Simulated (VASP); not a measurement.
# Ge (P6_3/mmc) in VASP: single point with PBEsol

Aim: the single point of Ge with PBEsol.

All numbers are computed with VASP 6.6.1; they aren't measurements. Logs are shortened: lines on timing, memory, paths and dates and some standing lists are left out, and cuts for length are marked.

### Step 1. The cell of the first run

Symmetry: P6_3/mmc, No. 194, hexagonal system. Conventional cell: a = 4.003 Å, b = 4.003 Å, c = 13.157 Å, α = 90.00°, β = 90.00°, γ = 120.00°. Within 3.2 Å of Ge (site symmetry 3m) lie 4 Ge at 2.45 Å. Ge (site symmetry 3m) has 4 Ge at 2.45 to 2.47 Å within 3.2 Å.

### Step 2. Single point, PBEsol

File INCAR:

```
SYSTEM = Ge
PREC     = Accurate       ! precision mode
ENCUT    = 520            ! plane-wave cutoff, eV
EDIFF    = 1E-6           ! SCF threshold, eV
ISMEAR   = 0              ! smearing method
SIGMA    = 0.1            ! smearing width, eV
LREAL    = .FALSE.        ! projectors in reciprocal space
LASPH    = .TRUE.         ! aspherical terms in the spheres
NELM     = 100            ! most SCF steps
ALGO     = Normal         ! electronic algorithm
ISIF     = 2              ! what is computed and relaxed
LWAVE    = .FALSE.        ! write WAVECAR
LCHARG   = .FALSE.        ! write CHGCAR
GGA      = PS             ! functional
NBANDS   = 66             ! bands
```

File KPOINTS:

```
regular mesh
0
G
  6 6 2
  0 0 0
```

File POSCAR:

```
Ge
1.0
    4.0031158800      0.0000000000      0.0000000000
   -2.0015579400      3.4668000500      0.0000000000
    0.0000000000      0.0000000000     13.1567068600
Ge
8
Direct
    0.0000000000      0.0000000000      0.4068511600
    0.0000000000      0.0000000000      0.5931488400
    0.0000000000      0.0000000000      0.9068511600
    0.0000000000      0.0000000000      0.0931488400
    0.3333333300      0.6666666700      0.3440584300
    0.6666666700      0.3333333300      0.6559415700
    0.6666666700      0.3333333300      0.8440584300
    0.3333333300      0.6666666700      0.1559415700
```

Potentials or basis: VASP PAW PBE potentials, release 64 (Ge_d).

Launch:

```bash
$ cat potpaw_PBE.64/Ge_d/POTCAR > POTCAR
$ mpirun -np 1 vasp_std > vasp.out
```

OUTCAR:

```text
SYSTEM = Ge
   PREC = Accurate
   ENCUT = 520
   EDIFF = 1E-6
   ISMEAR = 0
   LREAL = .FALSE.
   LASPH = .TRUE.
   NELM = 100
   ISIF = 2
   GGA = PS

 ion  position               nearest neighbor table
   1  0.000  0.000  0.407-   2 2.45   5 2.45   5 2.45   5 2.45
   2  0.000  0.000  0.593-   1 2.45   6 2.45   6 2.45   6 2.45
   3  0.000  0.000  0.907-   4 2.45   7 2.45   7 2.45   7 2.45
   4  0.000  0.000  0.093-   3 2.45   8 2.45   8 2.45   8 2.45
   5  0.333  0.667  0.344-   1 2.45   1 2.45   1 2.45   8 2.47
   6  0.667  0.333  0.656-   2 2.45   2 2.45   2 2.45   7 2.47
   7  0.667  0.333  0.844-   3 2.45   3 2.45   3 2.45   6 2.47
   8  0.333  0.667  0.156-   4 2.45   4 2.45   4 2.45   5 2.47

  LATTYP: Found a hexagonal cell.
 ALAT       =     4.0031158800
 C/A-ratio  =     3.2866165393

  Lattice vectors:

 A1 = (   4.0031158800,   0.0000000000,   0.0000000000)
 A2 = (  -2.0015579400,   3.4668000500,   0.0000000000)
 A3 = (   0.0000000000,   0.0000000000,  13.1567068600)

Analysis of symmetry for initial positions (statically):
=====================================================================
 Subroutine PRICEL returns:
 Original cell was already a primitive cell.

 Routine SETGRP: Setting up the symmetry group for a
 hexagonal supercell.

 Subroutine GETGRP returns: Found 24 space group operations
 (whereof 12 operations were pure point group operations)
 out of a pool of 24 trial point group operations.

The static configuration has the point symmetry D_3d.
 The point group associated with its full space group is D_6h.

Analysis of symmetry for dynamics (positions and initial velocities):
=====================================================================
 Subroutine PRICEL returns:
 Original cell was already a primitive cell.

 Routine SETGRP: Setting up the symmetry group for a
 hexagonal supercell.

 Subroutine GETGRP returns: Found 24 space group operations
 (whereof 12 operations were pure point group operations)
 out of a pool of 24 trial point group operations.

The dynamic configuration has the point symmetry D_3d.
 The point group associated with its full space group is D_6h.

 Subroutine INISYM returns: Found 24 space group operations
 (whereof 12 operations are pure point group operations),
 and found     1 'primitive' translations

----------------------------------------------------------------------------------------

                                     Primitive cell

  volume of cell :     182.5888

  direct lattice vectors                    reciprocal lattice vectors
     4.003115880  0.000000000  0.000000000     0.249805409  0.144225220  0.000000000
    -2.001557940  3.466800050  0.000000000     0.000000000  0.288450440  0.000000000
     0.000000000  0.000000000 13.156706860     0.000000000  0.000000000  0.076006862

  length of vectors
     4.003115880  4.003115883 13.156706860     0.288450440  0.288450440  0.076006862

  position of ions in fractional coordinates (direct lattice)
     0.000000000  0.000000000  0.406851160
     0.000000000  0.000000000  0.593148840
     0.000000000  0.000000000  0.906851160
     0.000000000  0.000000000  0.093148840
     0.333333330  0.666666670  0.344058430
     0.666666670  0.333333330  0.655941570
     0.666666670  0.333333330  0.844058430
     0.333333330  0.666666670  0.155941570

  ion indices of the primitive-cell ions
   primitive index   ion index
                 1           1
                 2           2
                 3           3
                 4           4
                 5           5
                 6           6
                 7           7
                 8           8

----------------------------------------------------------------------------------------

 KPOINTS: regular mesh

Automatic generation of k-mesh.
 Grid dimensions read from file:
 generate k-points for:    6    6    2

 Generating k-lattice:

  Cartesian coordinates                     Fractional coordinates (reciprocal lattice)
     0.041634235  0.024037537  0.000000000     0.166666667  0.000000000  0.000000000
     0.000000000  0.048075073  0.000000000     0.000000000  0.166666667  0.000000000
     0.000000000  0.000000000  0.038003431     0.000000000  0.000000000  0.500000000

  Length of vectors
     0.048075073  0.048075073  0.038003431

  Shift w.r.t. Gamma in fractional coordinates (k-lattice)
     0.000000000  0.000000000  0.000000000

 Subroutine IBZKPT returns following result:
 ===========================================

 Found     14 irreducible k-points:

 Following reciprocal coordinates:
            Coordinates               Weight
  0.000000  0.000000  0.000000      1.000000
  0.166667 -0.000000  0.000000      6.000000
  0.333333 -0.000000  0.000000      6.000000
  0.500000  0.000000  0.000000      3.000000
  0.166667  0.166667  0.000000      6.000000
  0.333333  0.166667  0.000000     12.000000
  0.333333  0.333333  0.000000      2.000000
  0.000000  0.000000  0.500000      1.000000
  0.166667 -0.000000  0.500000      6.000000
  0.333333 -0.000000  0.500000      6.000000
  0.500000  0.000000  0.500000      3.000000
  0.166667  0.166667  0.500000      6.000000
  0.333333  0.166667  0.500000     12.000000
  0.333333  0.333333  0.500000      2.000000
   k-points           NKPTS =     14   k-points in BZ     NKDIM =     14   number of bands    NBANDS=     66
   number of dos      NEDOS =    301   number of ions     NIONS =      8
   total plane-waves  NPLWV =  88200
   dimension x,y,z NGX =    30 NGY =   30 NGZ =   98
   dimension x,y,z NGXF=    60 NGYF=   60 NGZF=  196
   ions per type =               8
   NGX,Y,Z   is equivalent  to a cutoff of  12.46, 12.46, 12.38 a.u.
   NGXF,Y,Z  is equivalent  to a cutoff of  24.92, 24.92, 24.77 a.u.
 SYSTEM =  Ge
   PREC   = accura    normal or accurate (medium, high low for compatibility)
   ISTART =      0    job   : 0-new  1-cont  2-samecut
   ICHARG =      2    charge: 1-file 2-atom 10-const
   ISPIN  =      1    spin polarized calculation?
   LNONCOLLINEAR =      F non collinear calculations
   LSORBIT =      F    spin-orbit coupling
   LASPH  =      T    aspherical Exc in radial PAW
   ENCUT  =  520.0 eV  38.22 Ry    6.18 a.u.   7.44  7.44 24.46*2*pi/ulx,y,z
   NELM   =    100;   NELMIN=  2; NELMDL= -5     # of ELM steps
   EDIFF  = 0.1E-05   stopping-criterion for ELM
   LREAL  =      F    real-space projection
   EDIFFG = 0.1E-04   stopping-criterion for IOM
   NSW    =      0    number of steps for IOM
   IBRION =     -1    ionic relax: 0-MD 1-quasi-New 2-CG
   NFREE  =      0    steps in history (QN), initial steepest desc. (CG)
   ISIF   =      2    stress and relaxation
   ISYM   =      2    0-nonsym 1-usesym 2-fastsym
   POTIM  = 0.5000    time-step for ionic-motion
   TEBEG  =    0.0;   TEEND  =   0.0 temperature during run
   PSTRESS=    0.0 pullay stress
   NELECT =     112.0000    total number of electrons
   NUPDOWN=      -1.0000    fix difference up-down
   EMIN   =  10.00;   EMAX   =-10.00  energy-range for DOS
   EFERMI =   0.00;   METHOD = LEGACY
   ISMEAR =     0;   SIGMA  =   0.10  broadening in eV -4-tet -1-fermi 0-gaus
   EFERMI_NEDOS =   21; number of points for ismear=-14 and -15
   IALGO  =     38    algorithm
   IMIX   =      4    mixing-type and parameters
     AMIX     =   0.40;   BMIX     =  1.00
     AMIX_MAG =   1.60;   BMIX_MAG =  1.00
  volume/ion in A,a.u.               =      22.82       154.02
  Fermi-wavevector in a.u.,A,eV,Ry     =   1.390986  2.628583 26.325128  1.934842
  Thomas-Fermi vector in A             =   2.514869
   LORBIT       =      0    0 simple, 1 ext, 2 COOP (PROOUT), +10 PAW based schemes
   GGA     = PS    functional components
   LHFCALC =     F    Hartree Fock is set to
   AEXX    =    0.0000 exact exchange contribution
   IVDW    =     0    specifies the selected vdW correction
   LEPSILON=     F    determine dielectric tensor
   LRPA    =     F    only Hartree local field effects (RPA)
 non-spin polarized calculation
 Gauss-broadening in eV      SIGMA  =   0.10
  energy-cutoff  :      520.00
  volume of cell :      182.59
 maximum number of plane-waves:      4987
 NGX is ok and might be reduce to    30
   NGX = 15   NGY = 15   NGZ = 49

 number of electron     112.0000142 magnetization

 Free energy of the ion-electron system (eV)
  ---------------------------------------------------
  ext. energy  EPLUGINS =         0.00000000
  ---------------------------------------------------
  free energy    TOTEN  =       -39.35098674 eV

  energy without entropy =      -39.34780978  energy(sigma->0) =      -39.34939826

 E-fermi :   4.8292     XC(G=0): -10.0855

 val. band max:        4.8235126622   @ k =   0.0000   0.0000   0.0000
 cond. band min:       4.8711475222   @ k =   0.0000   0.0000   0.0000
 fundamental gap:      0.0476348601
 Fermi energy:         4.8291821785

 k-point     1 :       0.0000    0.0000    0.0000
  band No.  band energies     occupation
      1     -19.9970      2.00000
      2     -19.9970      2.00000
      3     -19.9880      2.00000
      4     -19.9880      2.00000
      5     -19.9835      2.00000
      6     -19.9835      2.00000
[... 58 lines left out ...]
     65       8.0140      0.00000
     66       8.5605      0.00000

 k-point     2 :       0.1667   -0.0000    0.0000
  band No.  band energies     occupation
      1     -20.0124      2.00000
      2     -20.0022      2.00000
      3     -19.9942      2.00000
      4     -19.9936      2.00000
      5     -19.9924      2.00000
      6     -19.9887      2.00000
[... 58 lines left out ...]
     65       8.7958      0.00000
     66       9.1716      0.00000

 k-point     3 :       0.3333   -0.0000    0.0000
  band No.  band energies     occupation
      1     -20.0214      2.00000
      2     -20.0060      2.00000
      3     -20.0012      2.00000
      4     -19.9988      2.00000
      5     -19.9970      2.00000
      6     -19.9944      2.00000
[... 748 lines left out ...]
     65       9.5087      0.00000
     66       9.5087      0.00000

 k-point    14 :       0.3333    0.3333    0.5000
  band No.  band energies     occupation
      1     -20.0209      2.00000
      2     -20.0209      2.00000
      3     -20.0130      2.00000
      4     -20.0130      2.00000
      5     -20.0117      2.00000
      6     -20.0117      2.00000
[... 58 lines left out ...]
     65      10.3541      0.00000
     66      10.3543      0.00000

------------------------ aborting loop because EDIFF is reached ----------------------------------------

  FORCE on cell =-STRESS in cart. coord.  units (eV):
  Direction    XX          YY          ZZ          XY          YZ          ZX
  --------------------------------------------------------------------------------------
  -------------------------------------------------------------------------------------
  Total        0.1788113      0.1788113     -0.4389499      0.0000000      0.0000000      0.0000000
  in kB        1.5690303      1.5690303     -3.8516902      0.0000000      0.0000000      0.0000000
  external PRESSURE =      -0.2378765 kB  Pullay stress =       0.0000000 kB

 VOLUME and BASIS-vectors are now :
 -----------------------------------------------------------------------------
  energy-cutoff  :      520.00
  volume of cell :      182.59
      direct lattice vectors                 reciprocal lattice vectors
     4.003115880  0.000000000  0.000000000     0.249805409  0.144225220  0.000000000
    -2.001557940  3.466800050  0.000000000     0.000000000  0.288450440  0.000000000
     0.000000000  0.000000000 13.156706860     0.000000000  0.000000000  0.076006862

 POSITION                                       TOTAL-FORCE (eV/Angst)
 -----------------------------------------------------------------------------------
      0.00000      0.00000      5.35282         0.000000     -0.000000     -0.015597
      0.00000      0.00000      7.80389         0.000000     -0.000000      0.015597
      0.00000      0.00000     11.93117        -0.000000     -0.000000     -0.015597
      0.00000      0.00000      1.22553         0.000000      0.000000      0.015597
     -0.00000      2.31120      4.52668        -0.000000      0.000000      0.003884
      2.00156      1.15560      8.63003         0.000000     -0.000000     -0.003884
      2.00156      1.15560     11.10503         0.000000     -0.000000      0.003884
     -0.00000      2.31120      2.05168        -0.000000      0.000000     -0.003884
 -----------------------------------------------------------------------------------
    total drift:                                0.000000      0.000000      0.000000

  FREE ENERGIE OF THE ION-ELECTRON SYSTEM (eV)
  ---------------------------------------------------
  free  energy   TOTEN  =       -39.3509867399 eV

  energy  without entropy=      -39.3478097837  energy(sigma->0) =      -39.34939826
```

Wall time 5.2 min (1 thread of AMD EPYC 7R43 (Zen 3), shared host); peak memory 0.28 GiB.

Results:

| Property | Result |
| --- | --- |
| Free energy | -39.3510 eV |
| Pressure | 0.0 GPa |
| Largest force | 0.016 eV/Å |
| Band gap on the k mesh | 0.05 eV, direct |

Forces in eV/Å, atoms in the order of the input:
```
Ge   0.000  0.000 -0.016
Ge   0.000  0.000  0.016
Ge   0.000  0.000 -0.016
Ge   0.000  0.000  0.016
Ge   0.000  0.000  0.004
Ge   0.000  0.000 -0.004
Ge   0.000  0.000  0.004
Ge   0.000  0.000 -0.004
```

Stress tensor (GPa, compression positive):
```
 0.16  0.00  0.00
 0.00  0.16  0.00
 0.00  0.00 -0.39
```

Levels at points of the mesh, in eV from the valence-band top:
```tsv
k point	band 53	band 54	band 55	band 56	band 57	band 58	band 59	band 60
(0.00, 0.00, 0.00)	-0.83	-0.13	-0.06	0.00	0.05	0.05	0.46	0.78
(0.50, 0.00, 0.00)	-2.41	-2.40	-1.83	-1.43	0.17	0.31	0.55	1.37
(0.00, 0.00, 0.50)	-0.30	-0.30	-0.30	-0.30	0.13	0.13	1.12	1.12
(0.50, 0.00, 0.50)	-2.61	-2.61	-1.78	-1.78	0.60	0.60	1.24	1.24
```

Caveat: the PAW data sets were made with another functional, which shifts forces and pressure a little.
